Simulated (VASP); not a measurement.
# AgCl (Pm-3m) in VASP: a series of runs

The runs below take AgCl through single point, with PBEsol.

Everything below comes from runs of VASP 6.6.1. Logs are shortened: lines on timing, memory, paths and dates and some standing lists are left out, and cuts for length are marked.

### Step 1. The cell of the first run

The structure is cubic, space group Pm-3m (No. 221). Conventional cell: a = 3.462 Å, b = 3.462 Å, c = 3.462 Å, α = 90.00°, β = 90.00°, γ = 90.00°. Ag (site symmetry m-3m) has 8 Cl at 3.00 Å and 6 Ag at 3.46 Å within 3.9 Å. Within 3.9 Å of Cl (site symmetry m-3m) lie 8 Ag at 3.00 Å and 6 Cl at 3.46 Å.

### Step 2. Single point, PBEsol (volume scaled by 1.025)

INCAR reads:

```
SYSTEM = AgCl
  ALGO = Normal
  EDIFF = 1E-6
  ENCUT = 520
  GGA = PS
  ISIF = 2
  ISMEAR = -1
  LASPH = .True.
  LCHARG = .True.
  LELF = .True.
  LREAL = .False.
  LVHAR = .True.
  LWAVE = .False.
  NBANDS = 16
  NELM = 80
  PREC = Accurate
  SIGMA = 0.01
```

KPOINTS reads:

```
k-points
0
Gamma
  9 9 9
  0 0 0
```

POSCAR reads:

```
AgCl
1.0
    3.4623542292      0.0000000000      0.0000000000
    0.0000000000      3.4623542292      0.0000000000
    0.0000000000      0.0000000000      3.4623542292
Ag Cl
1 1
Direct
    0.0000000000      0.0000000000      0.0000000000
    0.5000000000      0.5000000000      0.5000000000
```

Potentials or basis: VASP PAW PBE potentials, release 64 (Ag, Cl).

Started as:

```sh
$ cat potpaw_PBE.64/Ag/POTCAR potpaw_PBE.64/Cl/POTCAR > POTCAR
$ mpirun -np 1 vasp_std > vasp.out
```

OUTCAR:

```text
SYSTEM = AgCl
   EDIFF = 1E-6
   ENCUT = 520
   GGA = PS
   ISIF = 2
   ISMEAR = -1
   LASPH = .True.
   LREAL = .False.
   NELM = 80
   PREC = Accurate

 ion  position               nearest neighbor table
   1  0.000  0.000  0.000-   2 3.00   2 3.00   2 3.00   2 3.00   2 3.00   2 3.00   2 3.00   2 3.00

   2  0.500  0.500  0.500-   1 3.00   1 3.00   1 3.00   1 3.00   1 3.00   1 3.00   1 3.00   1 3.00

  LATTYP: Found a simple cubic cell.
 ALAT       =     3.4623542292

  Lattice vectors:

 A1 = (   3.4623542292,   0.0000000000,   0.0000000000)
 A2 = (   0.0000000000,   3.4623542292,   0.0000000000)
 A3 = (   0.0000000000,   0.0000000000,   3.4623542292)

Analysis of symmetry for initial positions (statically):
=====================================================================
 Subroutine PRICEL returns:
 Original cell was already a primitive cell.

 Routine SETGRP: Setting up the symmetry group for a
 simple cubic supercell.

 Subroutine GETGRP returns: Found 48 space group operations
 (whereof 48 operations were pure point group operations)
 out of a pool of 48 trial point group operations.

The static configuration has the point symmetry O_h .

Analysis of symmetry for dynamics (positions and initial velocities):
=====================================================================
 Subroutine PRICEL returns:
 Original cell was already a primitive cell.

 Routine SETGRP: Setting up the symmetry group for a
 simple cubic supercell.

 Subroutine GETGRP returns: Found 48 space group operations
 (whereof 48 operations were pure point group operations)
 out of a pool of 48 trial point group operations.

The dynamic configuration has the point symmetry O_h .

 Subroutine INISYM returns: Found 48 space group operations
 (whereof 48 operations are pure point group operations),
 and found     1 'primitive' translations

----------------------------------------------------------------------------------------

                                     Primitive cell

  volume of cell :      41.5063

  direct lattice vectors                    reciprocal lattice vectors
     3.462354229  0.000000000  0.000000000     0.288820824  0.000000000  0.000000000
     0.000000000  3.462354229  0.000000000     0.000000000  0.288820824  0.000000000
     0.000000000  0.000000000  3.462354229     0.000000000  0.000000000  0.288820824

  length of vectors
     3.462354229  3.462354229  3.462354229     0.288820824  0.288820824  0.288820824

  position of ions in fractional coordinates (direct lattice)
     0.000000000  0.000000000  0.000000000
     0.500000000  0.500000000  0.500000000

  ion indices of the primitive-cell ions
   primitive index   ion index
                 1           1
                 2           2

----------------------------------------------------------------------------------------

 KPOINTS: k-points

Automatic generation of k-mesh.
 Grid dimensions read from file:
 generate k-points for:    9    9    9

 Generating k-lattice:

  Cartesian coordinates                     Fractional coordinates (reciprocal lattice)
     0.032091203  0.000000000  0.000000000     0.111111111  0.000000000  0.000000000
     0.000000000  0.032091203  0.000000000     0.000000000  0.111111111  0.000000000
     0.000000000  0.000000000  0.032091203     0.000000000  0.000000000  0.111111111

  Length of vectors
     0.032091203  0.032091203  0.032091203

  Shift w.r.t. Gamma in fractional coordinates (k-lattice)
     0.000000000  0.000000000  0.000000000

 Subroutine IBZKPT returns following result:
 ===========================================

 Found     35 irreducible k-points:

 Following reciprocal coordinates:
            Coordinates               Weight
  0.000000  0.000000  0.000000      1.000000
  0.111111  0.000000  0.000000      6.000000
  0.222222  0.000000  0.000000      6.000000
  0.333333  0.000000  0.000000      6.000000
  0.444444  0.000000  0.000000      6.000000
  0.111111  0.111111  0.000000     12.000000
[... 16 lines left out ...]
  0.333333  0.333333  0.111111     24.000000
  0.444444  0.333333  0.111111     48.000000
 [... further k-points ...]
   k-points           NKPTS =     35   k-points in BZ     NKDIM =     35   number of bands    NBANDS=     16
   number of dos      NEDOS =    301   number of ions     NIONS =      2
   total plane-waves  NPLWV =  21952
   dimension x,y,z NGX =    28 NGY =   28 NGZ =   28
   dimension x,y,z NGXF=    56 NGYF=   56 NGZF=   56
   ions per type =               1   1
   NGX,Y,Z   is equivalent  to a cutoff of  13.44, 13.44, 13.44 a.u.
   NGXF,Y,Z  is equivalent  to a cutoff of  26.89, 26.89, 26.89 a.u.
 SYSTEM =  AgCl
   PREC   = accura    normal or accurate (medium, high low for compatibility)
   ISTART =      0    job   : 0-new  1-cont  2-samecut
   ICHARG =      2    charge: 1-file 2-atom 10-const
   ISPIN  =      1    spin polarized calculation?
   LNONCOLLINEAR =      F non collinear calculations
   LSORBIT =      F    spin-orbit coupling
   LASPH  =      T    aspherical Exc in radial PAW
   ENCUT  =  520.0 eV  38.22 Ry    6.18 a.u.   6.44  6.44  6.44*2*pi/ulx,y,z
   NELM   =     80;   NELMIN=  2; NELMDL= -5     # of ELM steps
   EDIFF  = 0.1E-05   stopping-criterion for ELM
   LREAL  =      F    real-space projection
   EDIFFG = 0.1E-04   stopping-criterion for IOM
   NSW    =      0    number of steps for IOM
   IBRION =     -1    ionic relax: 0-MD 1-quasi-New 2-CG
   NFREE  =      0    steps in history (QN), initial steepest desc. (CG)
   ISIF   =      2    stress and relaxation
   ISYM   =      2    0-nonsym 1-usesym 2-fastsym
   POTIM  = 0.5000    time-step for ionic-motion
   TEBEG  =    0.0;   TEEND  =   0.0 temperature during run
   PSTRESS=    0.0 pullay stress
   NELECT =      18.0000    total number of electrons
   NUPDOWN=      -1.0000    fix difference up-down
   EMIN   =  10.00;   EMAX   =-10.00  energy-range for DOS
   EFERMI =   0.00;   METHOD = LEGACY
   ISMEAR =    -1;   SIGMA  =   0.01  broadening in eV -4-tet -1-fermi 0-gaus
   EFERMI_NEDOS =   21; number of points for ismear=-14 and -15
   IALGO  =     38    algorithm
   IMIX   =      4    mixing-type and parameters
     AMIX     =   0.40;   BMIX     =  1.00
     AMIX_MAG =   1.60;   BMIX_MAG =  1.00
  volume/ion in A,a.u.               =      20.75       140.05
  Fermi-wavevector in a.u.,A,eV,Ry     =   1.239160  2.341673 20.891995  1.535518
  Thomas-Fermi vector in A             =   2.373655
   LORBIT       =      0    0 simple, 1 ext, 2 COOP (PROOUT), +10 PAW based schemes
   GGA     = PS    functional components
   LHFCALC =     F    Hartree Fock is set to
   AEXX    =    0.0000 exact exchange contribution
   IVDW    =     0    specifies the selected vdW correction
   LEPSILON=     F    determine dielectric tensor
   LRPA    =     F    only Hartree local field effects (RPA)
 non-spin polarized calculation
  energy-cutoff  :      520.00
  volume of cell :       41.51
 maximum number of plane-waves:      1141
 NGX is ok and might be reduce to    28
   NGX = 13   NGY = 13   NGZ = 13

 number of electron      18.0000000 magnetization

 Free energy of the ion-electron system (eV)
  ---------------------------------------------------
  ext. energy  EPLUGINS =         0.00000000
  ---------------------------------------------------
  free energy    TOTEN  =        -5.73280205 eV

  energy without entropy =       -5.73280205  energy(sigma->0) =       -5.73280205

 E-fermi :   3.6585     XC(G=0): -10.4869

 val. band max:        3.4586644476   @ k =   0.4444   0.0000   0.0000
 cond. band min:       3.8954187389   @ k =   0.0000   0.0000   0.0000
 fundamental gap:      0.4367542913
 Fermi energy:         3.6584813285

 k-point     1 :       0.0000    0.0000    0.0000
  band No.  band energies     occupation
      1     -10.9345      2.00000
      2       0.8321      2.00000
      3       0.8321      2.00000
      4       1.7402      2.00000
      5       1.7402      2.00000
      6       1.7402      2.00000
[... 8 lines left out ...]
     15      16.8010      0.00000
     16      19.8077      0.00000

 k-point     2 :       0.1111    0.0000    0.0000
  band No.  band energies     occupation
      1     -10.8870      2.00000
      2       0.6845      2.00000
      3       0.8481      2.00000
      4       1.4408      2.00000
      5       1.4408      2.00000
      6       1.6358      2.00000
[... 8 lines left out ...]
     15      16.5092      0.00000
     16      19.7630      0.00000

 k-point     3 :       0.2222    0.0000    0.0000
  band No.  band energies     occupation
      1     -10.7618      2.00000
      2      -0.0668      2.00000
      3       0.8890      2.00000
      4       1.1026      2.00000
      5       1.1026      2.00000
      6       1.5983      2.00000
[... 8 lines left out ...]
     15      16.7709      0.00000
     16      19.6503      0.00000

 k-point     4 :       0.3333    0.0000    0.0000
  band No.  band energies     occupation
      1     -10.6101      2.00000
      2      -0.8801      2.00000
      3       0.8576      2.00000
      4       0.8576      2.00000
      5       0.9364      2.00000
      6       1.7759      2.00000
[... 8 lines left out ...]
     15      18.3547      0.00000
     16      19.5237      0.00000
[... 324 lines left out ...]
 k-point    22 :       0.4444    0.2222    0.1111
  band No.  band energies     occupation
      1     -10.3537      2.00000
      2      -0.8364      2.00000
      3       0.3381      2.00000
      4       1.1171      2.00000
      5       1.1787      2.00000
      6       1.5987      2.00000
[... 8 lines left out ...]
     15      17.4378      0.00000
     16      20.6142      0.00000

 k-point    23 :       0.3333    0.3333    0.1111
  band No.  band energies     occupation
      1     -10.3291      2.00000
      2      -0.3221      2.00000
      3       0.1093      2.00000
      4       1.0151      2.00000
      5       1.2859      2.00000
      6       1.5797      2.00000
[... 8 lines left out ...]
     15      17.2111      0.00000
     16      20.0218      0.00000

 k-point    24 :       0.4444    0.3333    0.1111
  band No.  band energies     occupation
      1     -10.2519      2.00000
      2      -0.4548      2.00000
      3       0.0887      2.00000
      4       1.1679      2.00000
      5       1.3345      2.00000
      6       1.4814      2.00000
[... 8 lines left out ...]
     15      17.3910      0.00000
     16      19.1899      0.00000

 [... further k-points ...]
[... 5 lines left out ...]
  --------------------------------------------------------------------------------------
  -------------------------------------------------------------------------------------
  Total       -1.4388357     -1.4388357     -1.4388357     -0.0000000     -0.0000000      0.0000000
  in kB      -55.5401823    -55.5401823    -55.5401823     -0.0000000     -0.0000000      0.0000000
  external PRESSURE =     -55.5401823 kB  Pullay stress =       0.0000000 kB

 VOLUME and BASIS-vectors are now :
 -----------------------------------------------------------------------------
  energy-cutoff  :      520.00
  volume of cell :       41.51
      direct lattice vectors                 reciprocal lattice vectors
     3.462354229  0.000000000  0.000000000     0.288820824  0.000000000  0.000000000
     0.000000000  3.462354229  0.000000000     0.000000000  0.288820824  0.000000000
     0.000000000  0.000000000  3.462354229     0.000000000  0.000000000  0.288820824

 POSITION                                       TOTAL-FORCE (eV/Angst)
 -----------------------------------------------------------------------------------
      0.00000      0.00000      0.00000         0.000000      0.000000      0.000000
      1.73118      1.73118      1.73118         0.000000      0.000000      0.000000
 -----------------------------------------------------------------------------------
    total drift:                                0.000000      0.000000      0.000000

  FREE ENERGIE OF THE ION-ELECTRON SYSTEM (eV)
  ---------------------------------------------------
  free  energy   TOTEN  =        -5.7328020458 eV

  energy  without entropy=       -5.7328020458  energy(sigma->0) =       -5.73280205
```

It took 15 s on 1 thread of AMD EPYC 7R43 (Zen 3), shared host; peak memory 0.13 GiB.

What came out:

| Item | Value |
| --- | --- |
| Free energy | -5.7328 eV |
| Pressure | -5.6 GPa |
| Band gap on the k mesh | 0.44 eV, indirect (least direct gap 1.85 eV) |

Caveat: the PAW data sets were made with another functional, which shifts forces and pressure a little.

[end of part 1 of 2]
